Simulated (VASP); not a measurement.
# Ir (Fm-3m) in VASP: settings compared

Ir is run at these levels: LDA, r2SCAN; tasks: single point.

Program: VASP 6.6.1. These are calculated values, not measurements. Logs are shortened: lines on timing, memory, paths and dates and some standing lists are left out, and cuts for length are marked.

### Step 1. The cell of the first run

It takes space group Fm-3m (No. 225, cubic). Conventional cell: a = 3.846 Å, b = 3.846 Å, c = 3.846 Å, α = 90.00°, β = 90.00°, γ = 90.00°. Ir (site symmetry m-3m) has 12 Ir at 2.72 Å within 3.6 Å.

### Step 2. Single point, LDA

Input file INCAR:

```
PREC = Accurate ; ENCUT = 560
EDIFF = 1E-6 ; ISMEAR = -1
SIGMA = 0.1 ; LREAL = F
LASPH = T ; NELM = 120
ALGO = Normal ; ISIF = 2
LWAVE = F ; LCHARG = T
GGA = CA ; LELF = T
LVHAR = T ; NBANDS = 14
GGA_COMPAT = F
```

Input file KPOINTS:

```
regular mesh
0
Gamma
  14 14 14
```

Input file POSCAR:

```
Ir
1.0
    0.0000000000      1.9227941108      1.9227941108
    1.9227941108      0.0000000000      1.9227941108
    1.9227941108      1.9227941108      0.0000000000
Ir
1
Direct
    0.0000000000      0.0000000000      0.0000000000
```

Potentials or basis: VASP PAW LDA potentials, release 64 (Ir_sv_GW).

The run is started by

```bash
$ cat potpaw_LDA.64/Ir_sv_GW/POTCAR > POTCAR
$ mpirun -np 1 vasp_std > vasp.out
```

OUTCAR:

```text
PREC = Accurate
   ENCUT = 560
   EDIFF = 1E-6
   ISMEAR = -1
   LREAL = F
   LASPH = T
   NELM = 120
   ISIF = 2
   GGA = CA

 ion  position               nearest neighbor table
   1  0.000  0.000  0.000-

  LATTYP: Found a face centered cubic cell.
 ALAT       =     3.8455882216

  Lattice vectors:

 A1 = (   0.0000000000,   1.9227941108,   1.9227941108)
 A2 = (   1.9227941108,   0.0000000000,   1.9227941108)
 A3 = (   1.9227941108,   1.9227941108,   0.0000000000)

Analysis of symmetry for initial positions (statically):
=====================================================================
 Subroutine PRICEL returns:
 Original cell was already a primitive cell.

 Routine SETGRP: Setting up the symmetry group for a
 face centered cubic supercell.

 Subroutine GETGRP returns: Found 48 space group operations
 (whereof 48 operations were pure point group operations)
 out of a pool of 48 trial point group operations.

The static configuration has the point symmetry O_h .

Analysis of symmetry for dynamics (positions and initial velocities):
=====================================================================
 Subroutine PRICEL returns:
 Original cell was already a primitive cell.

 Routine SETGRP: Setting up the symmetry group for a
 face centered cubic supercell.

 Subroutine GETGRP returns: Found 48 space group operations
 (whereof 48 operations were pure point group operations)
 out of a pool of 48 trial point group operations.

The dynamic configuration has the point symmetry O_h .

 Subroutine INISYM returns: Found 48 space group operations
 (whereof 48 operations are pure point group operations),
 and found     1 'primitive' translations

----------------------------------------------------------------------------------------

                                     Primitive cell

  volume of cell :      14.2177

  direct lattice vectors                    reciprocal lattice vectors
     0.000000000  1.922794111  1.922794111    -0.260038242  0.260038242  0.260038242
     1.922794111  0.000000000  1.922794111     0.260038242 -0.260038242  0.260038242
     1.922794111  1.922794111  0.000000000     0.260038242  0.260038242 -0.260038242

  length of vectors
     2.719241509  2.719241509  2.719241509     0.450399447  0.450399447  0.450399447

  position of ions in fractional coordinates (direct lattice)
     0.000000000  0.000000000  0.000000000

  ion indices of the primitive-cell ions
   primitive index   ion index
                 1           1

----------------------------------------------------------------------------------------

 KPOINTS: regular mesh

Automatic generation of k-mesh.
 Grid dimensions read from file:
 generate k-points for:   14   14   14

 Generating k-lattice:

  Cartesian coordinates                     Fractional coordinates (reciprocal lattice)
    -0.018574160  0.018574160  0.018574160     0.071428571  0.000000000  0.000000000
     0.018574160 -0.018574160  0.018574160     0.000000000  0.071428571  0.000000000
     0.018574160  0.018574160 -0.018574160     0.000000000  0.000000000  0.071428571

  Length of vectors
     0.032171389  0.032171389  0.032171389

  Shift w.r.t. Gamma in fractional coordinates (k-lattice)
     0.000000000  0.000000000  0.000000000

 Subroutine IBZKPT returns following result:
 ===========================================

 Found    104 irreducible k-points:

 Following reciprocal coordinates:
            Coordinates               Weight
  0.000000  0.000000  0.000000      1.000000
  0.071429  0.000000  0.000000      8.000000
  0.142857  0.000000  0.000000      8.000000
  0.214286  0.000000  0.000000      8.000000
  0.285714  0.000000  0.000000      8.000000
  0.357143  0.000000  0.000000      8.000000
[... 16 lines left out ...]
  0.214286  0.142857  0.000000     24.000000
  0.285714  0.142857  0.000000     24.000000
 [... further k-points ...]
   k-points           NKPTS =    104   k-points in BZ     NKDIM =    104   number of bands    NBANDS=     14
   number of dos      NEDOS =    301   number of ions     NIONS =      1
   total plane-waves  NPLWV =  13824
   dimension x,y,z NGX =    24 NGY =   24 NGZ =   24
   dimension x,y,z NGXF=    48 NGYF=   48 NGZF=   48
   ions per type =               1
   NGX,Y,Z   is equivalent  to a cutoff of  14.67, 14.67, 14.67 a.u.
   NGXF,Y,Z  is equivalent  to a cutoff of  29.35, 29.35, 29.35 a.u.
 SYSTEM =  unknown system
   PREC   = accura    normal or accurate (medium, high low for compatibility)
   ISTART =      0    job   : 0-new  1-cont  2-samecut
   ICHARG =      2    charge: 1-file 2-atom 10-const
   ISPIN  =      1    spin polarized calculation?
   LNONCOLLINEAR =      F non collinear calculations
   LSORBIT =      F    spin-orbit coupling
   LASPH  =      T    aspherical Exc in radial PAW
   ENCUT  =  560.0 eV  41.16 Ry    6.42 a.u.   5.25  5.25  5.25*2*pi/ulx,y,z
   NELM   =    120;   NELMIN=  2; NELMDL= -5     # of ELM steps
   EDIFF  = 0.1E-05   stopping-criterion for ELM
   LREAL  =      F    real-space projection
   EDIFFG = 0.1E-04   stopping-criterion for IOM
   NSW    =      0    number of steps for IOM
   IBRION =     -1    ionic relax: 0-MD 1-quasi-New 2-CG
   NFREE  =      0    steps in history (QN), initial steepest desc. (CG)
   ISIF   =      2    stress and relaxation
   ISYM   =      2    0-nonsym 1-usesym 2-fastsym
   POTIM  = 0.5000    time-step for ionic-motion
   TEBEG  =    0.0;   TEEND  =   0.0 temperature during run
   PSTRESS=    0.0 pullay stress
   NELECT =      17.0000    total number of electrons
   NUPDOWN=      -1.0000    fix difference up-down
   EMIN   =  10.00;   EMAX   =-10.00  energy-range for DOS
   EFERMI =   0.00;   METHOD = LEGACY
   ISMEAR =    -1;   SIGMA  =   0.10  broadening in eV -4-tet -1-fermi 0-gaus
   EFERMI_NEDOS =   21; number of points for ismear=-14 and -15
   IALGO  =     38    algorithm
   IMIX   =      4    mixing-type and parameters
     AMIX     =   0.40;   BMIX     =  1.00
     AMIX_MAG =   1.60;   BMIX_MAG =  1.00
  volume/ion in A,a.u.               =      14.22        95.95
  Fermi-wavevector in a.u.,A,eV,Ry     =   1.737594  3.283577 41.079167  3.019234
  Thomas-Fermi vector in A             =   2.810788
   LORBIT       =      0    0 simple, 1 ext, 2 COOP (PROOUT), +10 PAW based schemes
   GGA     = CA    functional components
   LHFCALC =     F    Hartree Fock is set to
   AEXX    =    0.0000 exact exchange contribution
   IVDW    =     0    specifies the selected vdW correction
   LEPSILON=     F    determine dielectric tensor
   LRPA    =     F    only Hartree local field effects (RPA)
 non-spin polarized calculation
  energy-cutoff  :      560.00
  volume of cell :       14.22
 maximum number of plane-waves:       444
 NGX is ok and might be reduce to    24
   NGX = 11   NGY = 11   NGZ = 11

 number of electron      17.0000000 magnetization

 Free energy of the ion-electron system (eV)
  ---------------------------------------------------
  ext. energy  EPLUGINS =         0.00000000
  ---------------------------------------------------
  free energy    TOTEN  =       -10.90607792 eV

  energy without entropy =      -10.87114342  energy(sigma->0) =      -10.88861067

 E-fermi :  12.4822     XC(G=0): -14.7528

 val. band max:       12.4731095597   @ k =  -0.4286   0.4286   0.0714
 cond. band min:      12.4825177397   @ k =   0.5000   0.4286   0.0000
 fundamental gap:      0.0094081800
 Fermi energy:        12.4821759815

 k-point     1 :       0.0000    0.0000    0.0000
  band No.  band energies     occupation
      1     -79.9670      2.00000
      2     -36.6352      2.00000
      3     -36.6352      2.00000
      4     -36.6352      2.00000
      5       1.5225      2.00000
      6       8.6808      2.00000
      7       8.6808      2.00000
      8       8.6808      2.00000
      9      11.3805      1.99997
     10      11.3805      1.99997
     11      26.2242      0.00000
     12      31.6669      0.00000
     13      31.6669      0.00000
     14      31.6669      0.00000

 k-point     2 :       0.0714    0.0000    0.0000
  band No.  band energies     occupation
      1     -79.9644      2.00000
      2     -36.6765      2.00000
      3     -36.6410      2.00000
      4     -36.6410      2.00000
      5       1.7492      2.00000
      6       8.5618      2.00000
      7       8.7771      2.00000
      8       8.7771      2.00000
      9      11.3181      1.99998
     10      11.3181      1.99998
     11      26.6158      0.00000
     12      30.6906      0.00000
     13      32.0473      0.00000
     14      32.0473      0.00000

 k-point     3 :       0.1429    0.0000    0.0000
  band No.  band energies     occupation
      1     -79.9556      2.00000
      2     -36.7887      2.00000
      3     -36.6568      2.00000
      4     -36.6568      2.00000
      5       2.3875      2.00000
      6       8.2921      2.00000
      7       9.0017      2.00000
      8       9.0017      2.00000
      9      11.2190      1.99999
     10      11.2190      1.99999
     11      27.6044      0.00000
     12      28.9265      0.00000
     13      33.1388      0.00000
     14      33.1388      0.00000
[... 324 lines left out ...]
 k-point    23 :       0.2143    0.1429    0.0000
  band No.  band energies     occupation
      1     -79.9418      2.00000
      2     -36.8876      2.00000
      3     -36.7191      2.00000
      4     -36.7126      2.00000
      5       3.3880      2.00000
      6       7.5185      2.00000
      7       9.4824      2.00000
      8       9.6672      2.00000
      9      10.3523      2.00000
     10      11.9192      1.99285
     11      29.0675      0.00000
     12      29.3323      0.00000
     13      32.1719      0.00000
     14      32.7328      0.00000

 k-point    24 :       0.2857    0.1429    0.0000
  band No.  band energies     occupation
      1     -79.9291      2.00000
      2     -37.0309      2.00000
      3     -36.7469      2.00000
      4     -36.7378      2.00000
      5       4.2643      2.00000
      6       7.3464      2.00000
      7       9.0586      2.00000
      8       9.7930      2.00000
      9      11.1343      2.00000
     10      12.3163      1.68021
     11      27.2236      0.00000
     12      29.9184      0.00000
     13      32.2174      0.00000
     14      33.0357      0.00000

 [... further k-points ...]

------------------------ aborting loop because EDIFF is reached ----------------------------------------

  FORCE on cell =-STRESS in cart. coord.  units (eV):
  Direction    XX          YY          ZZ          XY          YZ          ZX
  --------------------------------------------------------------------------------------
  -------------------------------------------------------------------------------------
  Total       -0.9106551     -0.9106551     -0.9106551     -0.0000000     -0.0000000      0.0000000
  in kB     -102.6209822   -102.6209822   -102.6209822     -0.0000000     -0.0000000      0.0000000
  external PRESSURE =    -102.6209822 kB  Pullay stress =       0.0000000 kB

 VOLUME and BASIS-vectors are now :
 -----------------------------------------------------------------------------
  energy-cutoff  :      560.00
  volume of cell :       14.22
      direct lattice vectors                 reciprocal lattice vectors
     0.000000000  1.922794111  1.922794111    -0.260038242  0.260038242  0.260038242
     1.922794111  0.000000000  1.922794111     0.260038242 -0.260038242  0.260038242
     1.922794111  1.922794111  0.000000000     0.260038242  0.260038242 -0.260038242

 POSITION                                       TOTAL-FORCE (eV/Angst)
 -----------------------------------------------------------------------------------
      0.00000      0.00000      0.00000         0.000000      0.000000      0.000000
 -----------------------------------------------------------------------------------
    total drift:                               -0.000000      0.000000     -0.000000

  FREE ENERGIE OF THE ION-ELECTRON SYSTEM (eV)
  ---------------------------------------------------
  free  energy   TOTEN  =       -10.9060779240 eV

  energy  without entropy=      -10.8711434241  energy(sigma->0) =      -10.88861067
```

Wall time 11 s (1 thread of Intel Xeon Platinum 8559C (Emerald Rapids), shared host); peak memory 0.15 GiB.

What came out:

* Free energy: -10.9061 eV
* Pressure: -10.3 GPa
* Band gap on the k mesh: zero (an odd number of electrons rules out a gap without spin polarisation)

Caveat: the cell stands under tension; spin-orbit coupling is left out, which moves the levels of the heavy elements.

### Step 3. Single point, r2SCAN

POSCAR is that of step 2.

Input file INCAR.step1:

```
SYSTEM = Ir
PREC = Accurate ; ENCUT = 620
ISMEAR = -1 ; SIGMA = 0.1
LREAL = .FALSE. ; LASPH = .TRUE.
NELM = 120 ; NBANDS = 14
GGA = PE ; ALGO = Normal
EDIFF = 1E-5 ; LWAVE = .TRUE.
LCHARG = .FALSE. ; GGA_COMPAT = .FALSE.
```

Input file INCAR.step2:

```
SYSTEM = Ir
PREC = Accurate ; ENCUT = 620
EDIFF = 1E-6 ; ISMEAR = -1
SIGMA = 0.1 ; LREAL = .FALSE.
LASPH = .TRUE. ; NELM = 120
ALGO = Normal ; ISIF = 2
LWAVE = .FALSE. ; LCHARG = .TRUE.
METAGGA = R2SCAN ; LMIXTAU = .TRUE.
LELF = .TRUE. ; LVHAR = .TRUE.
NBANDS = 14 ; ISTART = 1
GGA_COMPAT = .FALSE.
```

Input file KPOINTS:

```
regular mesh
0
G
  14 14 14
  0 0 0
```

Potentials or basis: VASP PAW PBE potentials, release 64 (Ir_sv_GW).

The run is started by

```bash
$ cat potpaw_PBE.64/Ir_sv_GW/POTCAR > POTCAR
$ cp INCAR.step1 INCAR
$ mpirun -np 1 vasp_std > vasp.out
$ cp INCAR.step2 INCAR
$ mpirun -np 1 vasp_std > vasp.out
```

It took 65 s on 1 thread of Intel Xeon Platinum 8259CL at 2.50GHz (Skylake/Cascade Lake), shared host; peak memory 0.17 GiB.

It converged, with:

| Item | Value |
| --- | --- |
| Free energy | -52.9163 eV |
| Pressure | -0.9 GPa |
| Band gap on the k mesh | zero (an odd number of electrons rules out a gap without spin polarisation) |

Levels at points of the mesh, in eV from the Fermi level:
| k point | band 4 | band 5 | band 6 | band 7 | band 8 | band 9 | band 10 | band 11 | band 12 | band 13 |
| --- | --- | --- | --- | --- | --- | --- | --- | --- | --- | --- |
| (0.00, 0.00, 0.00) | -50.77 | -11.37 | -3.89 | -3.89 | -3.89 | -1.20 | -1.20 | 14.36 | 20.13 | 20.13 |
| (0.50, 0.00, 0.00) | -50.88 | -8.27 | -4.04 | -4.04 | -0.61 | 1.01 | 1.01 | 7.73 | 14.11 | 20.07 |
| (0.50, 0.50, 0.00) | -51.07 | -8.06 | -7.48 | 0.91 | 1.64 | 1.64 | 1.83 | 11.13 | 12.11 | 12.11 |

Caveat: the PAW data sets were made with another functional, which shifts forces and pressure a little; spin-orbit coupling is left out, which moves the levels of the heavy elements.
